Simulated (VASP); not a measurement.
Input of a VASP 6.6.1 run:

POSCAR

```
B
1.0
    1.6245600000      0.0000000000      0.0000000000
    0.0000000000      2.8661500000      0.0000000000
    0.0000000000      0.0000000000      3.9144000000
B
2
Direct
    0.0000000000      0.5000000000      0.6092600000
    0.5000000000      0.0000000000      0.3907400000
```

File INCAR.step1:

```
  ALGO = Normal
  EDIFF = 1E-5
  ENCUT = 520
  GGA = PE
  ISIF = 2
  ISMEAR = -1
  LASPH = True
  LCHARG = False
  LREAL = False
  LWAVE = True
  NBANDS = 10
  NELM = 100
  PREC = Accurate
  SIGMA = 0.1
```

INCAR.step2

```
  AEXX = 0.25
  ALGO = Normal
  EDIFF = 1E-7
  ENCUT = 520
  GGA = PE
  ISIF = 2
  ISMEAR = -1
  ISTART = 1
  LASPH = True
  LCHARG = False
  LHFCALC = True
  LREAL = False
  LWAVE = False
  NBANDS = 10
  NELM = 100
  PREC = Accurate
  PRECFOCK = Normal
  SIGMA = 0.1
```

Contents of KPOINTS:

```
k-points
0
Gamma
  8 5 4
```

Potentials or basis: VASP PAW PBE potentials, release 64 (B).

The run is started by

```bash
$ cat potpaw_PBE.64/B/POTCAR > POTCAR
$ cp INCAR.step1 INCAR
$ mpirun -np 1 vasp_std > vasp.out
$ cp INCAR.step2 INCAR
$ mpirun -np 1 vasp_std > vasp.out
```

**Question.** Estimate the largest force.

**Answer.** 0.281 eV/Å.

**Question.** Estimate the pressure.

**Answer.** -1.9 GPa.

**Question.** What does it give for the band gap on the k mesh?

**Answer.** Zero (band 3 reaches 12.16 eV, above the bottom of band 4 at 0.24 eV).

Forces in eV/Å, atoms in the order of the input:
```
B    0.000  0.000  0.281
B    0.000  0.000 -0.281
```

Caveat: the k points lie up to 0.48 Å⁻¹ apart; the PAW data sets were made with another functional, which shifts forces and pressure a little; this functional lacks dispersion, which binds the layers, so the pressure and a relaxed spacing across them are unreliable.
